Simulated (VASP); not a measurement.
**GaSb: single point with PBE**

GaSb:

```
Ga Sb
1.0
     0.00000    3.05900    3.05900
     3.10488    0.00000    3.05900
     3.10488    3.05900    0.00000
Ga Sb
1 1
Direct
  0.00000 0.00000 0.00000
  0.75000 0.75000 0.75000
```

This cell differs from its parent crystal: strain +0.0150 x Voigt [1, 0, 0, 0, 0, 0].

| Item | Value |
| --- | --- |
| Program | VASP 6.6.1 |
| Task | single point |
| Functional | PBE |
| Potentials or basis | VASP PAW PBE potentials, release 64 (Ga_d, Sb) |
| Cutoff | 520 eV |
| k mesh | 14 × 14 × 14 |
| Occupations | gaussian, width 0.15 eV |
| Spin | no spin polarisation |

* Pressure: 1.6 GPa
* Band gap on the k mesh: zero (filled and empty bands touch)

Stress tensor (GPa, compression positive):
```
1.16 0.00 0.00
0.00 1.81 0.00
0.00 0.00 1.81
```

Levels at points of the mesh, in eV from the Fermi level:
| k point | band 6 | band 7 | band 8 | band 9 | band 10 | band 11 | band 12 | band 13 |
| --- | --- | --- | --- | --- | --- | --- | --- | --- |
| (0.00, 0.00, 0.00) | -11.50 | -0.20 | -0.19 | -0.10 | -0.10 | 2.64 | 2.64 | 2.68 |
| (0.50, 0.00, 0.00) | -9.92 | -6.42 | -1.31 | -1.20 | 0.24 | 3.58 | 3.66 | 6.35 |
| (0.50, 0.50, 0.00) | -9.09 | -6.85 | -2.68 | -2.67 | 0.76 | 1.12 | 8.45 | 8.46 |
| (0.00, 0.50, 0.50) | -9.14 | -6.92 | -2.59 | -2.59 | 0.87 | 1.21 | 8.45 | 8.45 |

It took 90 s on 1 thread of AMD EPYC 9R45 96-Core Processor (Zen 5), with other jobs on the host, peak memory 0.33 GiB.

Caveat: the cell differs from its parent crystal (strain +0.0150 x Voigt [1, 0, 0, 0, 0, 0]); semilocal functionals underestimate gaps, so a narrow gap can read as zero; spin-orbit coupling is left out, which moves the levels of the heavy elements.
